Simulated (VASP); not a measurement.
# Ir (P6_3/mmc) in VASP: a series of runs

The runs below take Ir through single point, with LDA.

All numbers are computed with VASP 6.6.1; they aren't measurements. Logs are shortened: lines on timing, memory, paths and dates and some standing lists are left out, and cuts for length are marked.

## (1) The cell of the first run

Symmetry: P6_3/mmc, No. 194, hexagonal system. Conventional cell: a = 2.695 Å, b = 2.695 Å, c = 4.371 Å, α = 90.00°, β = 90.00°, γ = 120.00°. Within 3.5 Å of Ir (site symmetry -6m2) lie 12 Ir at 2.68 to 2.70 Å.

## (2) Single point, LDA

Input file INCAR:

```
SYSTEM = Ir
PREC = Accurate
ENCUT = 520
EDIFF = 1E-6
ISMEAR = -1
SIGMA = 0.1
LREAL = .FALSE.
LASPH = .TRUE.
NELM = 60
ALGO = Normal
ISIF = 2
LWAVE = .FALSE.
LCHARG = .FALSE.
NBANDS = 16
```

Input file KPOINTS:

```
Automatic mesh
0
G
  12 12 7
  0 0 0
```

Input file POSCAR:

```
Ir
1.0
    2.6952136278      0.0000000000      0.0000000000
   -1.3476068139      2.3341185964      0.0000000000
    0.0000000000      0.0000000000      4.3711972971
Ir
2
Direct
    0.6666666667      0.3333333333      0.7500000000
    0.3333333333      0.6666666667      0.2500000000
```

Potentials or basis: VASP PAW LDA potentials, release 64 (Ir).

Command:

```sh
$ cat potpaw_LDA.64/Ir/POTCAR > POTCAR
$ mpirun -np 1 vasp_std > vasp.out
```

OUTCAR:

```text
SYSTEM = Ir
   PREC = Accurate
   ENCUT = 520
   EDIFF = 1E-6
   ISMEAR = -1
   LREAL = .FALSE.
   LASPH = .TRUE.
   NELM = 60
   ISIF = 2

 ion  position               nearest neighbor table
   1  0.667  0.333  0.750-   2 2.68   2 2.68   2 2.68   2 2.68   2 2.68   2 2.68
   2  0.333  0.667  0.250-   1 2.68   1 2.68   1 2.68   1 2.68   1 2.68   1 2.68

  LATTYP: Found a hexagonal cell.
 ALAT       =     2.6952136278
 C/A-ratio  =     1.6218370418

  Lattice vectors:

 A1 = (   2.6952136278,   0.0000000000,   0.0000000000)
 A2 = (  -1.3476068139,   2.3341185964,   0.0000000000)
 A3 = (   0.0000000000,   0.0000000000,   4.3711972971)

Analysis of symmetry for initial positions (statically):
=====================================================================
 Subroutine PRICEL returns:
 Original cell was already a primitive cell.

 Routine SETGRP: Setting up the symmetry group for a
 hexagonal supercell.

 Subroutine GETGRP returns: Found 24 space group operations
 (whereof 12 operations were pure point group operations)
 out of a pool of 24 trial point group operations.

The static configuration has the point symmetry D_3d.
 The point group associated with its full space group is D_6h.

Analysis of symmetry for dynamics (positions and initial velocities):
=====================================================================
 Subroutine PRICEL returns:
 Original cell was already a primitive cell.

 Routine SETGRP: Setting up the symmetry group for a
 hexagonal supercell.

 Subroutine GETGRP returns: Found 24 space group operations
 (whereof 12 operations were pure point group operations)
 out of a pool of 24 trial point group operations.

The dynamic configuration has the point symmetry D_3d.
 The point group associated with its full space group is D_6h.

 Subroutine INISYM returns: Found 24 space group operations
 (whereof 12 operations are pure point group operations),
 and found     1 'primitive' translations

----------------------------------------------------------------------------------------

                                     Primitive cell

  volume of cell :      27.4990

  direct lattice vectors                    reciprocal lattice vectors
     2.695213628  0.000000000  0.000000000     0.371028103  0.214213623  0.000000000
    -1.347606814  2.334118596  0.000000000     0.000000000  0.428427245  0.000000000
     0.000000000  0.000000000  4.371197297     0.000000000  0.000000000  0.228770273

  length of vectors
     2.695213628  2.695209407  4.371197297     0.428426574  0.428427245  0.228770273

  position of ions in fractional coordinates (direct lattice)
     0.666666667  0.333333333  0.750000000
     0.333333333  0.666666667  0.250000000

  ion indices of the primitive-cell ions
   primitive index   ion index
                 1           1
                 2           2

----------------------------------------------------------------------------------------

 KPOINTS: Automatic mesh

Automatic generation of k-mesh.
 Grid dimensions read from file:
 generate k-points for:   12   12    7

 Generating k-lattice:

  Cartesian coordinates                     Fractional coordinates (reciprocal lattice)
     0.030919009  0.017851135  0.000000000     0.083333333  0.000000000  0.000000000
     0.000000000  0.035702270  0.000000000     0.000000000  0.083333333  0.000000000
     0.000000000  0.000000000  0.032681468     0.000000000  0.000000000  0.142857143

  Length of vectors
     0.035702215  0.035702270  0.032681468

  Shift w.r.t. Gamma in fractional coordinates (k-lattice)
     0.000000000  0.000000000  0.000000000

 Subroutine IBZKPT returns following result:
 ===========================================

 Found     76 irreducible k-points:

 Following reciprocal coordinates:
            Coordinates               Weight
  0.000000  0.000000  0.000000      1.000000
  0.083333  0.000000  0.000000      6.000000
  0.166667 -0.000000  0.000000      6.000000
  0.250000  0.000000  0.000000      6.000000
  0.333333  0.000000  0.000000      6.000000
  0.416667  0.000000  0.000000      6.000000
[... 16 lines left out ...]
  0.250000  0.000000  0.142857     12.000000
  0.333333  0.000000  0.142857     12.000000
 [... further k-points ...]
   k-points           NKPTS =     76   k-points in BZ     NKDIM =     76   number of bands    NBANDS=     16
   number of dos      NEDOS =    301   number of ions     NIONS =      2
   total plane-waves  NPLWV =  14400
   dimension x,y,z NGX =    20 NGY =   20 NGZ =   36
   dimension x,y,z NGXF=    40 NGYF=   40 NGZF=   72
   ions per type =               2
   NGX,Y,Z   is equivalent  to a cutoff of  12.34, 12.34, 13.69 a.u.
   NGXF,Y,Z  is equivalent  to a cutoff of  24.67, 24.67, 27.38 a.u.
 SYSTEM =  Ir
   PREC   = accura    normal or accurate (medium, high low for compatibility)
   ISTART =      0    job   : 0-new  1-cont  2-samecut
   ICHARG =      2    charge: 1-file 2-atom 10-const
   ISPIN  =      1    spin polarized calculation?
   LNONCOLLINEAR =      F non collinear calculations
   LSORBIT =      F    spin-orbit coupling
   LASPH  =      T    aspherical Exc in radial PAW
   ENCUT  =  520.0 eV  38.22 Ry    6.18 a.u.   5.01  5.01  8.13*2*pi/ulx,y,z
   NELM   =     60;   NELMIN=  2; NELMDL= -5     # of ELM steps
   EDIFF  = 0.1E-05   stopping-criterion for ELM
   LREAL  =      F    real-space projection
   EDIFFG = 0.1E-04   stopping-criterion for IOM
   NSW    =      0    number of steps for IOM
   IBRION =     -1    ionic relax: 0-MD 1-quasi-New 2-CG
   NFREE  =      0    steps in history (QN), initial steepest desc. (CG)
   ISIF   =      2    stress and relaxation
   ISYM   =      2    0-nonsym 1-usesym 2-fastsym
   POTIM  = 0.5000    time-step for ionic-motion
   TEBEG  =    0.0;   TEEND  =   0.0 temperature during run
   PSTRESS=    0.0 pullay stress
   NELECT =      18.0000    total number of electrons
   NUPDOWN=      -1.0000    fix difference up-down
   EMIN   =  10.00;   EMAX   =-10.00  energy-range for DOS
   EFERMI =   0.00;   METHOD = LEGACY
   ISMEAR =    -1;   SIGMA  =   0.10  broadening in eV -4-tet -1-fermi 0-gaus
   EFERMI_NEDOS =   21; number of points for ismear=-14 and -15
   IALGO  =     38    algorithm
   IMIX   =      4    mixing-type and parameters
     AMIX     =   0.40;   BMIX     =  1.00
     AMIX_MAG =   1.60;   BMIX_MAG =  1.00
  volume/ion in A,a.u.               =      13.75        92.79
  Fermi-wavevector in a.u.,A,eV,Ry     =   1.421434  2.686122 27.490242  2.020476
  Thomas-Fermi vector in A             =   2.542244
   LORBIT       =      0    0 simple, 1 ext, 2 COOP (PROOUT), +10 PAW based schemes
   GGA     = CA    functional components
   LHFCALC =     F    Hartree Fock is set to
   AEXX    =    0.0000 exact exchange contribution
   IVDW    =     0    specifies the selected vdW correction
   LEPSILON=     F    determine dielectric tensor
   LRPA    =     F    only Hartree local field effects (RPA)
 non-spin polarized calculation
  energy-cutoff  :      520.00
  volume of cell :       27.50
 maximum number of plane-waves:       762
 NGX is ok and might be reduce to    20
   NGX =  9   NGY =  9   NGZ = 17

 number of electron      17.9999999 magnetization

 Free energy of the ion-electron system (eV)
  ---------------------------------------------------
  ext. energy  EPLUGINS =         0.00000000
  ---------------------------------------------------
  free energy    TOTEN  =       -20.53063512 eV

  energy without entropy =      -20.46353480  energy(sigma->0) =      -20.49708496

 E-fermi :  10.9571     XC(G=0): -14.3038

 val. band max:       10.9491241739   @ k =   0.2500   0.1667   0.0000
 cond. band min:      10.9833781944   @ k =   0.3333   0.0833   0.0000
 fundamental gap:      0.0342540205
 Fermi energy:        10.9571491441

 k-point     1 :       0.0000    0.0000    0.0000
  band No.  band energies     occupation
      1      -0.5945      2.00000
      2       2.4208      2.00000
      3       6.7836      2.00000
      4       6.8925      2.00000
      5       6.8925      2.00000
      6       7.5884      2.00000
[... 8 lines left out ...]
     15      27.3499      0.00000
     16      28.5054      0.00000

 k-point     2 :       0.0833    0.0000    0.0000
  band No.  band energies     occupation
      1      -0.3146      2.00000
      2       2.6697      2.00000
      3       6.3721      2.00000
      4       7.1318      2.00000
      5       7.2373      2.00000
      6       7.4479      2.00000
[... 8 lines left out ...]
     15      27.7178      0.00000
     16      28.9599      0.00000

 k-point     3 :       0.1667   -0.0000    0.0000
  band No.  band energies     occupation
      1       0.4701      2.00000
      2       3.2848      2.00000
      3       5.8657      2.00000
      4       6.7881      2.00000
      5       7.0145      2.00000
      6       7.8269      2.00000
[... 8 lines left out ...]
     15      28.2596      0.00000
     16      29.0295      0.00000

 k-point     4 :       0.2500    0.0000    0.0000
  band No.  band energies     occupation
      1       1.5628      2.00000
      2       3.6992      2.00000
      3       5.5001      2.00000
      4       5.7701      2.00000
      5       6.7596      2.00000
      6       7.3623      2.00000
[... 8 lines left out ...]
     15      26.9833      0.00000
     16      27.2687      0.00000
[... 324 lines left out ...]
 k-point    22 :       0.1667   -0.0000    0.1429
  band No.  band energies     occupation
      1       0.6807      2.00000
      2       3.3391      2.00000
      3       5.9140      2.00000
      4       6.3337      2.00000
      5       6.8652      2.00000
      6       7.4717      2.00000
[... 8 lines left out ...]
     15      27.9016      0.00000
     16      28.7479      0.00000

 k-point    23 :       0.2500    0.0000    0.1429
  band No.  band energies     occupation
      1       1.7076      2.00000
      2       3.7878      2.00000
      3       5.3266      2.00000
      4       5.8263      2.00000
      5       6.5188      2.00000
      6       7.4238      2.00000
[... 8 lines left out ...]
     15      27.0847      0.00000
     16      27.5992      0.00000

 k-point    24 :       0.3333    0.0000    0.1429
  band No.  band energies     occupation
      1       2.5213      2.00000
      2       3.5744      2.00000
      3       4.6657      2.00000
      4       5.7832      2.00000
      5       7.0508      2.00000
      6       7.1012      2.00000
[... 8 lines left out ...]
     15      25.5276      0.00000
     16      25.8664      0.00000

 [... further k-points ...]
[... 5 lines left out ...]
  --------------------------------------------------------------------------------------
  -------------------------------------------------------------------------------------
  Total        1.2058003      1.2057953      1.3849159     -0.0000000      0.0000000      0.0000000
  in kB       70.2537422     70.2534489     80.6895833     -0.0000000      0.0000000      0.0000000
  external PRESSURE =      73.7322581 kB  Pullay stress =       0.0000000 kB

 VOLUME and BASIS-vectors are now :
 -----------------------------------------------------------------------------
  energy-cutoff  :      520.00
  volume of cell :       27.50
      direct lattice vectors                 reciprocal lattice vectors
     2.695213628  0.000000000  0.000000000     0.371028103  0.214213623  0.000000000
    -1.347606814  2.334118596  0.000000000     0.000000000  0.428427245  0.000000000
     0.000000000  0.000000000  4.371197297     0.000000000  0.000000000  0.228770273

 POSITION                                       TOTAL-FORCE (eV/Angst)
 -----------------------------------------------------------------------------------
      1.34761      0.77804      3.27840         0.000000     -0.000000      0.000000
     -0.00000      1.55608      1.09280        -0.000000      0.000000      0.000000
 -----------------------------------------------------------------------------------
    total drift:                                0.000000     -0.000000     -0.000000

  FREE ENERGIE OF THE ION-ELECTRON SYSTEM (eV)
  ---------------------------------------------------
  free  energy   TOTEN  =       -20.5306351168 eV

  energy  without entropy=      -20.4635348005  energy(sigma->0) =      -20.49708496
```

It took 29 s on 1 thread of Intel Xeon Platinum 8259CL at 2.50GHz (Skylake/Cascade Lake), shared host; peak memory 0.15 GiB.

Results:

```
Free energy            : -20.5306 eV
Pressure               : 7.4 GPa
Band gap on the k mesh : zero (band 9 reaches 11.99 eV, above the bottom of band 10 at 8.46 eV)
```

Stress tensor (GPa, compression positive):
```
7.03 0.00 0.00
0.00 7.03 0.00
0.00 0.00 8.07
```

Levels at points of the mesh, in eV from the Fermi level:
```csv
k point,band 6,band 7,band 8,band 9,band 10,band 11,band 12,band 13
"(0.00, 0.00, 0.00)",-3.37,-3.37,-2.52,-2.52,-0.87,0.28,0.28,7.35
"(0.50, 0.00, 0.00)",-3.59,-3.15,0.75,1.03,1.19,3.09,4.59,8.44
```

Caveat: spin-orbit coupling is left out, which moves the levels of the heavy elements.

## (3) Single point, LDA

This run uses another cell than the first one, of 14.19 Å³/atom, 1.032 times its volume.

Input file INCAR:

```
ALGO     = Normal         # electronic algorithm
EDIFF    = 1E-7           # SCF threshold, eV
ENCUT    = 520            # plane-wave cutoff, eV
GGA      = CA             # functional
ISIF     = 2              # what is computed and relaxed
ISMEAR   = -1             # smearing method
LASPH    = T              # aspherical terms in the spheres
LCHARG   = F              # write CHGCAR
LREAL    = F              # projectors in reciprocal space
LWAVE    = F              # write WAVECAR
NBANDS   = 16             # bands
NELM     = 80             # most SCF steps
PREC     = Accurate       # precision mode
SIGMA    = 0.1            # smearing width, eV
```

Input file KPOINTS:

```
k-points
0
Gamma
  12 12 7
```

Input file POSCAR:

```
Ir
1.0
    2.7235863826      0.0000000000      0.0000000000
   -1.3617931913      2.3586900715      0.0000000000
    0.0000000000      0.0000000000      4.4172132818
Ir
2
Direct
    0.6666666667      0.3333333333      0.7500000000
    0.3333333333      0.6666666667      0.2500000000
```

Potentials or basis: VASP PAW LDA potentials, release 64 (Ir).

Command:

```sh
$ cat potpaw_LDA.64/Ir/POTCAR > POTCAR
$ mpirun -np 1 vasp_std > vasp.out
```

Wall time 30 s (1 thread of Intel Xeon Platinum 8259CL at 2.50GHz (Skylake/Cascade Lake), shared host); peak memory 0.15 GiB.

The run converged. Its results:

```
Free energy            : -20.5357 eV
Pressure               : -5.3 GPa
Band gap on the k mesh : zero (band 9 reaches 11.36 eV, above the bottom of band 10 at 8.01 eV)
```

Stress tensor (GPa, compression positive):
```
-5.50  0.00  0.00
 0.00 -5.50  0.00
 0.00  0.00 -4.90
```

Levels at points of the mesh, in eV from the Fermi level:
| k point | band 5 | band 6 | band 7 | band 8 | band 9 | band 10 | band 11 | band 12 | band 13 | band 14 |
| --- | --- | --- | --- | --- | --- | --- | --- | --- | --- | --- |
| (0.00, 0.00, 0.00) | -3.86 | -3.20 | -3.20 | -2.40 | -2.40 | -0.78 | 0.27 | 0.27 | 7.05 | 14.27 |
| (0.50, 0.00, 0.00) | -3.58 | -3.44 | -3.01 | 0.71 | 0.97 | 1.13 | 2.97 | 4.42 | 8.24 | 10.31 |

Caveat: spin-orbit coupling is left out, which moves the levels of the heavy elements.

## (4) Single point, LDA

This run uses another cell than the first one, of 14.63 Å³/atom, 1.064 times its volume.

Input file INCAR:

```
SYSTEM = Ir
PREC = Accurate
ENCUT = 520
EDIFF = 1E-6
ISMEAR = -1
SIGMA = 0.1
LREAL = .False.
LASPH = .True.
NELM = 100
ALGO = Normal
ISIF = 2
LWAVE = .False.
LCHARG = .False.
NBANDS = 16
```

Input file KPOINTS:

```
Automatic mesh
0
Gamma
  12 12 7
  0 0 0
```

Input file POSCAR:

```
Ir
1.0
    2.7513800000      0.0000000000      0.0000000000
   -1.3756900000      2.3827600000      0.0000000000
    0.0000000000      0.0000000000      4.4622900000
Ir
2
Direct
    0.6666666667      0.3333333333      0.7500000000
    0.3333333333      0.6666666667      0.2500000000
```

Command:

```sh
$ cat potpaw_LDA.64/Ir/POTCAR > POTCAR
$ mpirun -np 1 vasp_std > vasp.out
```

It took 31 s on 1 thread of Intel Xeon Platinum 8259CL at 2.50GHz (Skylake/Cascade Lake), shared host; peak memory 0.15 GiB.

Results (log left out):

```
Free energy            : -20.4777 eV
Pressure               : -15.8 GPa
Band gap on the k mesh : zero (band 9 reaches 10.76 eV, above the bottom of band 10 at 7.59 eV)
```

Stress tensor (GPa, compression positive):
```
-15.84   0.00   0.00
  0.00 -15.84   0.00
  0.00   0.00 -15.60
```

Levels at points of the mesh, in eV from the Fermi level:
| k point | band 6 | band 7 | band 8 | band 9 | band 10 | band 11 | band 12 | band 13 |
| --- | --- | --- | --- | --- | --- | --- | --- | --- |
| (0.00, 0.00, 0.00) | -3.05 | -3.05 | -2.28 | -2.28 | -0.69 | 0.26 | 0.26 | 6.77 |
| (0.50, 0.00, 0.00) | -3.29 | -2.87 | 0.67 | 0.92 | 1.07 | 2.85 | 4.27 | 8.06 |

Caveat: spin-orbit coupling is left out, which moves the levels of the heavy elements.

(Part 1 of 2 ends here.)
